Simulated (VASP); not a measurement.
# S (R-3m) in VASP: relaxation of cell and atoms with PBE

Aim: the relaxation of cell and atoms of S with PBE.

Program: VASP 6.6.1. These are calculated values, not measurements. Logs are shortened: lines on timing, memory, paths and dates and some standing lists are left out, and cuts for length are marked.

### 1 The cell of the first run

The structure is trigonal, space group R-3m (No. 166). The conventional cell has a = 3.537 Å, b = 3.537 Å, c = 9.372 Å, α = 90.00°, β = 90.00°, γ = 120.00°. S (site symmetry 3m) has 6 S at 2.38 to 2.79 Å within 3.1 Å.

### 2 Relaxation of cell and atoms, PBE, target pressure 2.3 GPa, at which the enthalpy is minimised

Contents of INCAR:

```
SYSTEM = S
  PREC = Accurate
  ENCUT = 600
  EDIFF = 1E-6
  ISMEAR = -1
  SIGMA = 0.08
  LREAL = .FALSE.
  LASPH = .TRUE.
  NELM = 100
  ALGO = Normal
  ISIF = 3
  LWAVE = .FALSE.
  LCHARG = .FALSE.
  GGA = PE
  IBRION = 2
  NSW = 60
  EDIFFG = -0.005
  PSTRESS = 23.0
```

Contents of KPOINTS:

```
regular mesh
0
G
  13 13 13
  0 0 0
```

Contents of POSCAR:

```
S
1.0
    1.7682724506     -1.0209125754      3.1239479961
    0.0000000000      2.0418251507      3.1239479961
   -1.7682724506     -1.0209125754      3.1239479961
S
2
Direct
    0.2320000000      0.2320000000      0.2320000000
   -0.2320000000     -0.2320000000     -0.2320000000
```

Potentials or basis: VASP PAW PBE potentials, release 64 (S).

Run with:

```sh
cat potpaw_PBE.64/S/POTCAR > POTCAR
mpirun -np 1 vasp_std > vasp.out
```

OUTCAR:

```text
SYSTEM = S
   PREC = Accurate
   ENCUT = 600
   EDIFF = 1E-6
   ISMEAR = -1
   LREAL = .FALSE.
   LASPH = .TRUE.
   NELM = 100
   ISIF = 3
   GGA = PE
   IBRION = 2
   NSW = 60
   EDIFFG = -0.005
   PSTRESS = 23.0

 ion  position               nearest neighbor table
   1  0.232  0.232  0.232-   2 2.38   2 2.38   2 2.38   2 2.79   2 2.79   2 2.79
   2  0.768  0.768  0.768-   1 2.38   1 2.38   1 2.38   1 2.79   1 2.79   1 2.79

  LATTYP: Found a trigonal (rhomboedric) cell.
 ALAT       =     3.7320371151
 COS(alpha) =     0.5510102270

  Lattice vectors:

 A1 = (   1.7682724506,  -1.0209125754,   3.1239479961)
 A2 = (   0.0000000000,   2.0418251507,   3.1239479961)
 A3 = (  -1.7682724506,  -1.0209125754,   3.1239479961)

Analysis of symmetry for initial positions (statically):
=====================================================================
 Subroutine PRICEL returns:
 Original cell was already a primitive cell.

 Routine SETGRP: Setting up the symmetry group for a
 trigonal (rhombohedral) supercell.

 Subroutine GETGRP returns: Found 12 space group operations
 (whereof 12 operations were pure point group operations)
 out of a pool of 12 trial point group operations.

The static configuration has the point symmetry D_3d.

Analysis of symmetry for dynamics (positions and initial velocities):
=====================================================================
 Subroutine PRICEL returns:
 Original cell was already a primitive cell.

 Routine SETGRP: Setting up the symmetry group for a
 trigonal (rhombohedral) supercell.

 Subroutine GETGRP returns: Found 12 space group operations
 (whereof 12 operations were pure point group operations)
 out of a pool of 12 trial point group operations.

The dynamic configuration has the point symmetry D_3d.

 Subroutine INISYM returns: Found 12 space group operations
 (whereof 12 operations are pure point group operations),
 and found     1 'primitive' translations

----------------------------------------------------------------------------------------

                                     Primitive cell

  volume of cell :      33.8371

  direct lattice vectors                    reciprocal lattice vectors
     1.768272451 -1.020912575  3.123947996     0.282761856 -0.163252634  0.106702587
     0.000000000  2.041825151  3.123947996     0.000000000  0.326505267  0.106702587
[... 110 lines left out ...]
   GGA     = PE    functional components
   LHFCALC =     F    Hartree Fock is set to
   AEXX    =    0.0000 exact exchange contribution
   IVDW    =     0    specifies the selected vdW correction
   LEPSILON=     F    determine dielectric tensor
   LRPA    =     F    only Hartree local field effects (RPA)
 conjugate gradient relaxation of ions
 non-spin polarized calculation
  energy-cutoff  :      600.00
  volume of cell :       33.84
 maximum number of plane-waves:      1148
 NGX is ok and might be reduce to    30
   NGX = 15   NGY = 15   NGZ = 15

--------------------------------------- Ionic step        1  -------------------------------------------

 number of electron      12.0000001 magnetization

 Free energy of the ion-electron system (eV)
  ---------------------------------------------------
  ext. energy  EPLUGINS =         0.00000000
  ---------------------------------------------------
  free energy    TOTEN  =        -6.57997343 eV

  energy without entropy =       -6.55657583  energy(sigma->0) =       -6.56827463

------------------------ aborting loop because EDIFF is reached ----------------------------------------

  FORCE on cell =-STRESS in cart. coord.  units (eV):
  Direction    XX          YY          ZZ          XY          YZ          ZX
  --------------------------------------------------------------------------------------
  -------------------------------------------------------------------------------------
  Total        2.1218156      2.1218156      0.3896534     -0.0000000     -0.0000000      0.0000000
  in kB      100.4674636    100.4674636     18.4499959     -0.0000000     -0.0000000      0.0000000
  external PRESSURE =      50.1283077 kB  Pullay stress =      23.0000000 kB
[... 97 lines left out ...]
  energy  without entropy=       -6.9432105734  energy(sigma->0) =       -6.95353105

  enthalpy is  TOTEN    =        -6.4353331145 eV   P V=        0.5285184069

[... ionic steps 4 to 13 ...]

--------------------------------------- Ionic step       14  -------------------------------------------

 number of electron      12.0000002 magnetization

------------------------ aborting loop because EDIFF is reached ----------------------------------------
[... 71 lines left out ...]
--------------------------------------- Ionic step       16  -------------------------------------------

 number of electron      12.0000002 magnetization

 Free energy of the ion-electron system (eV)
  ---------------------------------------------------
  ext. energy  EPLUGINS =         0.00000000
  ---------------------------------------------------
  free energy    TOTEN  =        -7.02549171 eV

  energy without entropy =       -7.00830456  energy(sigma->0) =       -7.01689814

 E-fermi :   7.3543     XC(G=0): -10.6818

 val. band max:        7.3387110102   @ k =   0.3077   0.3077   0.2308
 cond. band min:       7.3880223878   @ k =  -0.0769   0.2308   0.0769
 fundamental gap:      0.0493113775
 Fermi energy:         7.3542898459

 k-point     1 :       0.0000    0.0000    0.0000
  band No.  band energies     occupation
      1      -9.8812      2.00000
      2      -1.1097      2.00000
      3       3.4558      2.00000
      4       3.4588      2.00000
      5       3.4588      2.00000
      6       8.8722      0.00000
      7       8.8722      0.00000
      8       8.8736      0.00000
      9      12.9965      0.00000
     10      13.0002      0.00000
[... 287 lines left out ...]
 k-point    24 :       0.4615    0.1538   -0.0000
  band No.  band energies     occupation
      1      -7.4599      2.00000
      2      -5.3745      2.00000
      3       2.4494      2.00000
      4       2.8618      2.00000
      5       3.2373      2.00000
      6       7.0395      1.96163
      7       7.6707      0.03761
      8       7.7093      0.02336
      9      13.7437      0.00000
     10      18.2752      0.00000

 [... further k-points ...]

------------------------ aborting loop because EDIFF is reached ----------------------------------------

  FORCE on cell =-STRESS in cart. coord.  units (eV):
  Direction    XX          YY          ZZ          XY          YZ          ZX
  --------------------------------------------------------------------------------------
  -------------------------------------------------------------------------------------
  Total        0.4740522      0.4740522      0.4754159     -0.0000000     -0.0000000     -0.0000000
  in kB       22.6696349     22.6696349     22.7348512     -0.0000000     -0.0000000     -0.0000000
  external PRESSURE =      -0.3086263 kB  Pullay stress =      23.0000000 kB
[... 21 lines left out ...]
  energy  without entropy=       -7.0083045568  energy(sigma->0) =       -7.01689814

  enthalpy is  TOTEN    =        -6.5445311543 eV   P V=        0.4809605594

 reached required accuracy - stopping structural energy minimisation
```

OSZICAR:

```text
N       E                     dE             d eps       ncg     rms          rms(c)
DAV:   1     0.551145522304E+02    0.55115E+02   -0.63397E+03  4620   0.119E+03
[... 100 lines left out ...]
DAV:   2    -0.702567365094E+01    0.41595E-06   -0.54443E-06  5444   0.199E-02
  15 F= -.65445273E+01 E0= -.65359298E+01  d E =-.586298E-04
       N       E                     dE             d eps       ncg     rms          rms(c)
DAV:   1    -0.702549545207E+01    0.17861E-03   -0.35758E-04  4768   0.139E-01    0.187E-02
DAV:   2    -0.702549299901E+01    0.24531E-05   -0.16158E-05  5374   0.335E-02    0.962E-03
DAV:   3    -0.702549157270E+01    0.14263E-05   -0.29060E-06  3916   0.119E-02    0.359E-03
DAV:   4    -0.702549171368E+01   -0.14098E-06   -0.16999E-07  2464   0.364E-03
  16 F= -.65445312E+01 E0= -.65359376E+01  d E =-.388446E-05
```

It took 11 min on 1 thread of Oxide Virtual Turin-like, shared host; peak memory 0.19 GiB.

What came out:

* Free energy: -7.0255 eV
* Relaxed volume: 16.75 Å³/atom
* Relaxed cell: a = 3.619 Å, b = 3.619 Å, c = 3.619 Å, α = 59.99°, β = 59.99°, γ = 59.99°
* Space group after relaxing (to 0.1 Å): Pm-3m (No. 221)
* Energy change on relaxing (the run minimises the enthalpy): -222.8 meV/atom
* Ionic steps: 16
* Pressure after relaxing: 2.3 GPa
* Band gap on the k mesh: zero (bands 6 and 7 overlap by 4.73 eV)

The path:
```tsv
step	energy change (eV)	largest force (eV/Å)	pressure (GPa)	volume (Å³)
1	0.0000	2.2755	7.31	33.84
2	-0.3743	0.7127	-3.81	36.48
3	-0.3839	0.5271	-4.68	36.82
4	-0.4400	0.3003	2.33	33.51
5	-0.4476	0.1709	1.24	33.89
6	-0.4452	0.0133	2.27	33.50
7	-0.4454	0.0074	2.26	33.51
8	-0.4455	0.0035	2.26	33.52
9	-0.4454	0.0017	2.27	33.50
10	-0.4448	0.0185	2.40	33.45
11	-0.4452	0.0122	2.33	33.48
12	-0.4456	0.0056	2.26	33.51
13	-0.4456	0.0051	2.26	33.51
14	-0.4456	0.0043	2.26	33.51
15	-0.4457	0.0030	2.26	33.52
16	-0.4455	0.0002	2.27	33.50
```

Final structure:
```
CELL_PARAMETERS angstrom
1.80914 -1.04451 2.95501
0.00000 2.08901 2.95501
-1.80914 -1.04451 2.95501
ATOMIC_POSITIONS crystal
S 0.25000 0.25000 0.25000
S 0.75000 0.75000 0.75000
```

Levels at points of the mesh, in eV from the Fermi level:
| k point | band 3 | band 4 | band 5 | band 6 | band 7 | band 8 | band 9 | band 10 |
| --- | --- | --- | --- | --- | --- | --- | --- | --- |
| (0.00, 0.00, 0.00) | -3.90 | -3.90 | -3.90 | 1.52 | 1.52 | 1.52 | 5.64 | 5.65 |

Caveat: the cell is relaxed towards a set pressure, so the run minimises the enthalpy, not the energy.
